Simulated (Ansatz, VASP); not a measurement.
This is a calculation of Al for Ansatz 0.2.0.

File input.yaml:

```yaml
crystal:
  lattice:
    - [0.0, 2.0645171409, 2.0645171409]
    - [2.0645171409, 0.0, 2.0645171409]
    - [2.0645171409, 2.0645171409, 0.0]
  atoms:
    - { symbol: Al, position: [0.0, 0.0, 0.0] }
hamiltonian:
  xc: hse06
  pseudopotentials: { kind: paw }
kpoints:
  mp_grid: { grid: [6, 6, 6] }
scf:
  occupations: { method: fermi_dirac, width: 0.05 }
output:
  forces: true
  stress: true
  eigenvalues: true
```

Potentials or basis: Ansatz PAW.

Run with:

```console
$ ansatz run input.yaml --threads 2 --pin off --max-ram 5632MiB --backend cpu --events-out ev --progress --plain --runs-dir out
```

Q: Set up the same calculation for VASP 6.6.1. Potentials there: VASP PAW PBE potentials, release 64 (Al).

A: As run (the cutoff follows the program's own potentials):

File POSCAR:

```
Al
1.0
    0.0000000000      2.0645171409      2.0645171409
    2.0645171409      0.0000000000      2.0645171409
    2.0645171409      2.0645171409      0.0000000000
Al
1
Direct
    0.0000000000      0.0000000000      0.0000000000
```

The input INCAR.step1:

```
SYSTEM = Al
PREC = Accurate
ENCUT = 520
EDIFF = 1E-5
ISMEAR = -1
SIGMA = 0.05
LREAL = .False.
LASPH = .True.
NELM = 80
ALGO = Normal
ISIF = 2
LWAVE = .True.
LCHARG = .False.
GGA = PE
NBANDS = 8
```

Contents of INCAR.step2:

```
SYSTEM = Al
PREC = Accurate
ENCUT = 520
EDIFF = 1E-6
ISMEAR = -1
SIGMA = 0.05
LREAL = .False.
LASPH = .True.
NELM = 80
ALGO = Normal
ISIF = 2
LWAVE = .False.
LCHARG = .False.
GGA = PE
LHFCALC = .True.
HFSCREEN = 0.2079
PRECFOCK = Normal
ISTART = 1
NBANDS = 8
```

KPOINTS

```
regular mesh
0
Gamma
  6 6 6
  0 0 0
```

Potentials or basis: VASP PAW PBE potentials, release 64 (Al).

Command:

```sh
$ cat potpaw_PBE.64/Al/POTCAR > POTCAR
$ cp INCAR.step1 INCAR
$ mpirun -np 1 vasp_std > vasp.out
$ cp INCAR.step2 INCAR
$ mpirun -np 1 vasp_std > vasp.out
```

Both were run:

|  | VASP | Ansatz | Ansatz less VASP |
| --- | --- | --- | --- |
| gap on the k mesh at the Fermi level (eV) | none | none | - |
| pressure (GPa) | -4.8 | -4.9 | -0.06 |

A gap of «none» marks a metal or a gap that the smearing closes.

The k mesh is coarse, so the values compare programs but aren't converged.
